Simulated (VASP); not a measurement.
# AlNi (Pm-3m) in VASP: settings compared

AlNi is run at these levels: RPBE, revPBE+D4, PBEsol-based screened hybrid with 25 % exact exchange, PBE0, PBE; tasks: single point, relaxation of cell and atoms.

All numbers are computed with VASP 6.6.1; they aren't measurements. Logs are shortened: lines on timing, memory, paths and dates and some standing lists are left out, and cuts for length are marked.

### 1 The cell of the first run

The structure is cubic, space group Pm-3m (No. 221). Conventional cell: a = 2.916 Å, b = 2.916 Å, c = 2.916 Å, α = 90.00°, β = 90.00°, γ = 90.00°. Ni (site symmetry m-3m) has 8 Al at 2.53 Å and 6 Ni at 2.92 Å within 3.3 Å. Within 3.3 Å of Al (site symmetry m-3m) lie 8 Ni at 2.53 Å and 6 Al at 2.92 Å.

### 2 Single point, RPBE, collinear spin, ferromagnetic start

File INCAR:

```
ALGO     = Normal         # electronic algorithm
EDIFF    = 1E-7           # SCF threshold, eV
ENCUT    = 520            # plane-wave cutoff, eV
GGA      = RP             # functional
ISIF     = 2              # what is computed and relaxed
ISMEAR   = -1             # smearing method
ISPIN    = 2              # spin polarisation
LASPH    = T              # aspherical terms in the spheres
LCHARG   = F              # write CHGCAR
LMAXMIX  = 4              # l up to which the mixer works
LORBIT   = 11             # projections on sites
LREAL    = F              # projectors in reciprocal space
LWAVE    = F              # write WAVECAR
MAGMOM   = 1 0            # initial moments
NBANDS   = 18             # bands
NELM     = 150            # most SCF steps
PREC     = Accurate       # precision mode
SIGMA    = 0.05           # smearing width, eV
```

File KPOINTS:

```
k-points
0
Gamma
  9 9 9
```

File POSCAR:

```
AlNi
1.0
    2.9157431621      0.0000000000      0.0000000000
    0.0000000000      2.9157431621      0.0000000000
    0.0000000000      0.0000000000      2.9157431621
Ni Al
1 1
Direct
    0.5000000000      0.5000000000      0.5000000000
    0.0000000000      0.0000000000      0.0000000000
```

Potentials or basis: VASP PAW PBE potentials, release 64 (Ni, Al).

The run is started by

```bash
$ cat potpaw_PBE.64/Ni/POTCAR potpaw_PBE.64/Al/POTCAR > POTCAR
$ mpirun -np 1 vasp_std > vasp.out
```

OUTCAR:

```text
EDIFF = 1E-7
   ENCUT = 520
   GGA = RP
   ISIF = 2
   ISMEAR = -1
   ISPIN = 2
   LASPH = T
   LORBIT = 11
   LREAL = F
   NELM = 150
   PREC = Accurate

 ion  position               nearest neighbor table
   1  0.500  0.500  0.500-   2 2.53   2 2.53   2 2.53   2 2.53   2 2.53   2 2.53   2 2.53   2 2.53

   2  0.000  0.000  0.000-   1 2.53   1 2.53   1 2.53   1 2.53   1 2.53   1 2.53   1 2.53   1 2.53

  LATTYP: Found a simple cubic cell.
 ALAT       =     2.9157431621

  Lattice vectors:

 A1 = (   2.9157431621,   0.0000000000,   0.0000000000)
 A2 = (   0.0000000000,   2.9157431621,   0.0000000000)
 A3 = (   0.0000000000,   0.0000000000,   2.9157431621)

Analysis of symmetry for initial positions (statically):
=====================================================================
 Subroutine PRICEL returns:
 Original cell was already a primitive cell.

 Routine SETGRP: Setting up the symmetry group for a
 simple cubic supercell.

 Subroutine GETGRP returns: Found 48 space group operations
 (whereof 48 operations were pure point group operations)
 out of a pool of 48 trial point group operations.

The static configuration has the point symmetry O_h .

Analysis of symmetry for dynamics (positions and initial velocities):
=====================================================================
 Subroutine PRICEL returns:
 Original cell was already a primitive cell.

 Routine SETGRP: Setting up the symmetry group for a
 simple cubic supercell.

 Subroutine GETGRP returns: Found 48 space group operations
 (whereof 48 operations were pure point group operations)
 out of a pool of 48 trial point group operations.

The dynamic configuration has the point symmetry O_h .

Analysis of structural, dynamic, and magnetic symmetry:
=====================================================================
 Subroutine PRICEL returns:
 Original cell was already a primitive cell.

 Routine SETGRP: Setting up the symmetry group for a
 simple cubic supercell.

 Subroutine GETGRP returns: Found 48 space group operations
 (whereof 48 operations were pure point group operations)
 out of a pool of 48 trial point group operations.

The overall configuration has the point symmetry O_h .

 Subroutine INISYM returns: Found 48 space group operations
 (whereof 48 operations are pure point group operations),
 and found     1 'primitive' translations

----------------------------------------------------------------------------------------

                                     Primitive cell

  volume of cell :      24.7884

  direct lattice vectors                    reciprocal lattice vectors
     2.915743162  0.000000000  0.000000000     0.342965736  0.000000000  0.000000000
     0.000000000  2.915743162  0.000000000     0.000000000  0.342965736  0.000000000
     0.000000000  0.000000000  2.915743162     0.000000000  0.000000000  0.342965736

  length of vectors
     2.915743162  2.915743162  2.915743162     0.342965736  0.342965736  0.342965736

  position of ions in fractional coordinates (direct lattice)
     0.500000000  0.500000000  0.500000000
     0.000000000  0.000000000  0.000000000

  ion indices of the primitive-cell ions
   primitive index   ion index
                 1           1
                 2           2

----------------------------------------------------------------------------------------

 KPOINTS: k-points

Automatic generation of k-mesh.
 Grid dimensions read from file:
 generate k-points for:    9    9    9

 Generating k-lattice:

  Cartesian coordinates                     Fractional coordinates (reciprocal lattice)
     0.038107304  0.000000000  0.000000000     0.111111111  0.000000000  0.000000000
     0.000000000  0.038107304  0.000000000     0.000000000  0.111111111  0.000000000
     0.000000000  0.000000000  0.038107304     0.000000000  0.000000000  0.111111111

  Length of vectors
     0.038107304  0.038107304  0.038107304

  Shift w.r.t. Gamma in fractional coordinates (k-lattice)
     0.000000000  0.000000000  0.000000000

 Subroutine IBZKPT returns following result:
 ===========================================

 Found     35 irreducible k-points:

 Following reciprocal coordinates:
            Coordinates               Weight
  0.000000  0.000000  0.000000      1.000000
  0.111111  0.000000  0.000000      6.000000
  0.222222  0.000000  0.000000      6.000000
  0.333333  0.000000  0.000000      6.000000
  0.444444  0.000000  0.000000      6.000000
  0.111111  0.111111  0.000000     12.000000
[... 16 lines left out ...]
  0.333333  0.333333  0.111111     24.000000
  0.444444  0.333333  0.111111     48.000000
 [... further k-points ...]
   k-points           NKPTS =     35   k-points in BZ     NKDIM =     35   number of bands    NBANDS=     18
   number of dos      NEDOS =    301   number of ions     NIONS =      2
   total plane-waves  NPLWV =  13824
   dimension x,y,z NGX =    24 NGY =   24 NGZ =   24
   dimension x,y,z NGXF=    48 NGYF=   48 NGZF=   48
   ions per type =               1   1
   NGX,Y,Z   is equivalent  to a cutoff of  13.68, 13.68, 13.68 a.u.
   NGXF,Y,Z  is equivalent  to a cutoff of  27.37, 27.37, 27.37 a.u.
 SYSTEM =  unknown system
   PREC   = accura    normal or accurate (medium, high low for compatibility)
   ISTART =      0    job   : 0-new  1-cont  2-samecut
   ICHARG =      2    charge: 1-file 2-atom 10-const
   ISPIN  =      2    spin polarized calculation?
   LNONCOLLINEAR =      F non collinear calculations
   LSORBIT =      F    spin-orbit coupling
   LASPH  =      T    aspherical Exc in radial PAW
   ENCUT  =  520.0 eV  38.22 Ry    6.18 a.u.   5.42  5.42  5.42*2*pi/ulx,y,z
   NELM   =    150;   NELMIN=  2; NELMDL= -5     # of ELM steps
   EDIFF  = 0.1E-06   stopping-criterion for ELM
   LREAL  =      F    real-space projection
   EDIFFG = 0.1E-05   stopping-criterion for IOM
   NSW    =      0    number of steps for IOM
   IBRION =     -1    ionic relax: 0-MD 1-quasi-New 2-CG
   NFREE  =      0    steps in history (QN), initial steepest desc. (CG)
   ISIF   =      2    stress and relaxation
   ISYM   =      2    0-nonsym 1-usesym 2-fastsym
   POTIM  = 0.5000    time-step for ionic-motion
   TEBEG  =    0.0;   TEEND  =   0.0 temperature during run
   PSTRESS=    0.0 pullay stress
   NELECT =      13.0000    total number of electrons
   NUPDOWN=      -1.0000    fix difference up-down
   EMIN   =  10.00;   EMAX   =-10.00  energy-range for DOS
   EFERMI =   0.00;   METHOD = LEGACY
   ISMEAR =    -1;   SIGMA  =   0.05  broadening in eV -4-tet -1-fermi 0-gaus
   EFERMI_NEDOS =   21; number of points for ismear=-14 and -15
   IALGO  =     38    algorithm
   IMIX   =      4    mixing-type and parameters
     AMIX     =   0.40;   BMIX     =  1.00
     AMIX_MAG =   1.60;   BMIX_MAG =  1.00
  volume/ion in A,a.u.               =      12.39        83.64
  Fermi-wavevector in a.u.,A,eV,Ry     =   1.320201  2.494818 23.714007  1.742930
  Thomas-Fermi vector in A             =   2.450044
   LORBIT       =     11    0 simple, 1 ext, 2 COOP (PROOUT), +10 PAW based schemes
   GGA     = RP    functional components
   LHFCALC =     F    Hartree Fock is set to
   AEXX    =    0.0000 exact exchange contribution
   IVDW    =     0    specifies the selected vdW correction
   LEPSILON=     F    determine dielectric tensor
   LRPA    =     F    only Hartree local field effects (RPA)
 spin polarized calculation
  energy-cutoff  :      520.00
  volume of cell :       24.79
 maximum number of plane-waves:       691
 NGX is ok and might be reduce to    24
   NGX = 11   NGY = 11   NGZ = 11

 number of electron      13.0000005 magnetization      -0.0408878

 number of electron      13.0000005 magnetization       0.0000537

 Free energy of the ion-electron system (eV)
  ---------------------------------------------------
  ext. energy  EPLUGINS =         0.00000000
  ---------------------------------------------------
  free energy    TOTEN  =        -9.74774682 eV

  energy without entropy =       -9.74067022  energy(sigma->0) =       -9.74420852

 E-fermi :   9.6706     XC(G=0): -11.7884

 val. band max:        9.6157870985   @ k =   0.3333   0.3333   0.0000
 cond. band min:       9.7131077963   @ k =   0.3333   0.1111   0.1111
 fundamental gap:      0.0973206978
 Fermi energy:         9.6705524171

 spin component 1

 k-point     1 :       0.0000    0.0000    0.0000
  band No.  band energies     occupation
      1      -1.1990      1.00000
      2       6.6096      1.00000
      3       6.6096      1.00000
      4       8.1995      1.00000
      5       8.1995      1.00000
      6       8.1995      1.00000
[... 10 lines left out ...]
     17      32.5916      0.00000
     18      32.5916      0.00000
[... 463 lines left out ...]
 k-point    24 :       0.4444    0.3333    0.1111
  band No.  band energies     occupation
      1       3.8021      1.00000
      2       5.3928      1.00000
      3       6.7949      1.00000
      4       7.3137      1.00000
      5       7.8469      1.00000
      6       7.9829      1.00000
[... 10 lines left out ...]
     17      31.8043      0.00000
     18      35.5250      0.00000

 [... further k-points ...]

 spin component 2

 k-point     1 :       0.0000    0.0000    0.0000
  band No.  band energies     occupation
      1      -1.1990      1.00000
      2       6.6097      1.00000
      3       6.6097      1.00000
      4       8.1997      1.00000
      5       8.1997      1.00000
      6       8.1997      1.00000
[... 10 lines left out ...]
     17      32.5916      0.00000
     18      32.5916      0.00000
[... 463 lines left out ...]
 k-point    24 :       0.4444    0.3333    0.1111
  band No.  band energies     occupation
      1       3.8021      1.00000
      2       5.3929      1.00000
      3       6.7950      1.00000
      4       7.3139      1.00000
      5       7.8471      1.00000
      6       7.9831      1.00000
[... 10 lines left out ...]
     17      31.8043      0.00000
     18      35.5247      0.00000

 [... further k-points ...]

------------------------ aborting loop because EDIFF is reached ----------------------------------------

  FORCE on cell =-STRESS in cart. coord.  units (eV):
  Direction    XX          YY          ZZ          XY          YZ          ZX
  --------------------------------------------------------------------------------------
  -------------------------------------------------------------------------------------
  Total       -0.0162688     -0.0162688     -0.0162688      0.0000000     -0.0000000      0.0000000
  in kB       -1.0515188     -1.0515188     -1.0515188      0.0000000     -0.0000000      0.0000000
  external PRESSURE =      -1.0515188 kB  Pullay stress =       0.0000000 kB

 VOLUME and BASIS-vectors are now :
 -----------------------------------------------------------------------------
  energy-cutoff  :      520.00
  volume of cell :       24.79
      direct lattice vectors                 reciprocal lattice vectors
     2.915743162  0.000000000  0.000000000     0.342965736  0.000000000  0.000000000
     0.000000000  2.915743162  0.000000000     0.000000000  0.342965736  0.000000000
     0.000000000  0.000000000  2.915743162     0.000000000  0.000000000  0.342965736

 POSITION                                       TOTAL-FORCE (eV/Angst)
 -----------------------------------------------------------------------------------
      1.45787      1.45787      1.45787         0.000000      0.000000      0.000000
      0.00000      0.00000      0.00000         0.000000      0.000000      0.000000
 -----------------------------------------------------------------------------------
    total drift:                                0.000000      0.000000     -0.000000

  FREE ENERGIE OF THE ION-ELECTRON SYSTEM (eV)
  ---------------------------------------------------
  free  energy   TOTEN  =        -9.7477468181 eV

  energy  without entropy=       -9.7406702180  energy(sigma->0) =       -9.74420852

 total charge

# of ion       s       p       d       tot
------------------------------------------
    1        0.458   0.488   8.446   9.392
    2        0.383   0.398   0.000   0.781
--------------------------------------------------
tot          0.842   0.886   8.446  10.174

 magnetization (x)

# of ion       s       p       d       tot
------------------------------------------
    1        0.000   0.000   0.000   0.000
    2       -0.000   0.000   0.000   0.000
--------------------------------------------------
tot          0.000   0.000   0.000   0.000
```

It took 20 s on 1 thread of Intel Xeon Platinum 8259CL at 2.50GHz (Skylake/Cascade Lake), shared host; peak memory 0.16 GiB.

Results:

```
Free energy                                           : -9.7477 eV
Pressure                                              : -0.1 GPa
Net moment                                            : 0.00 μB per cell
Valence electrons inside the program's atomic spheres : Ni 9.39; Al 0.78
```

Levels at points of the mesh, in eV from the Fermi level:
Spin up:
```tsv
k point	band 4	band 5	band 6	band 7	band 8	band 9
(0.00, 0.00, 0.00)	-1.47	-1.47	-1.47	5.38	5.38	5.38
```
Spin down:
```
           k point  band 2  band 3  band 4  band 5  band 6  band 7  band 8  band 9  band 10  band 11
(0.00, 0.00, 0.00)   -3.06   -3.06   -1.47   -1.47   -1.47    5.38    5.38    5.38     7.96     7.96
```

Caveat: the moments typed at the start vanished in this run; the PAW data sets were made with another functional, which shifts forces and pressure a little.

[end of part 1 of 3]
